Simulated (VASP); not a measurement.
A run of VASP 6.6.1 is set up as follows.

Contents of INCAR:

```
PREC = Accurate
ENCUT = 600
EDIFF = 1E-6
ISMEAR = 0
SIGMA = 0.01
LREAL = F
LASPH = T
NELM = 80
ALGO = Normal
ISIF = 3
LWAVE = F
LCHARG = F
GGA = PS
IBRION = 2
NSW = 60
EDIFFG = -0.05
```

KPOINTS

```
regular mesh
0
Gamma
  6 6 6
```

The input POSCAR:

```
TiO2
1.0
   -1.8921000000      1.8921000000      4.7573000000
    1.8921000000     -1.8921000000      4.7573000000
    1.8921000000      1.8921000000     -4.7573000000
Ti O
2 4
Direct
    0.0000000000      0.0000000000      0.0000000000
    0.7500000000      0.2500000000      0.5000000000
    0.2081000000      0.2081000000      0.0000000000
    0.9581000000      0.4581000000      0.5000000000
    0.5419000000      0.0419000000      0.5000000000
    0.7919000000      0.7919000000      0.0000000000
```

Potentials or basis: VASP PAW PBE potentials, release 64 (Ti_sv, O).

Command:

```console
$ cat potpaw_PBE.64/Ti_sv/POTCAR potpaw_PBE.64/O/POTCAR > POTCAR
$ mpirun -np 1 vasp_std > vasp.out
```

Task: Estimate the space group after relaxing (to 0.1 Å).

Result: I4_1/amd (No. 141).

Task: Predict the relaxed cell.

Result: a = 5.456 Å, b = 5.456 Å, c = 5.456 Å, α = 139.55°, β = 139.55°, γ = 58.54°.

Task: What does it give for the relaxed volume?

Result: 11.29 Å³/atom.

Task: What does it give for the band gap on the k mesh?

Result: 2.11 eV (least direct gap 2.43 eV).

Final structure:
```
Ti O
1.0
    -1.88636    1.88636    4.75923
     1.88636   -1.88636    4.75923
     1.88636    1.88636   -4.75923
Ti O
2 4
Direct
  0.00000 0.00000 0.00000
  0.75000 0.25000 0.50000
  0.20815 0.20815 0.00000
  0.95815 0.45815 0.50000
  0.54185 0.04185 0.50000
  0.79185 0.79185 0.00000
```

Caveat: the PAW data sets were made with another functional, which shifts forces and pressure a little. Expect the measured gap to be larger: semilocal functionals such as PBEsol lack the derivative discontinuity.
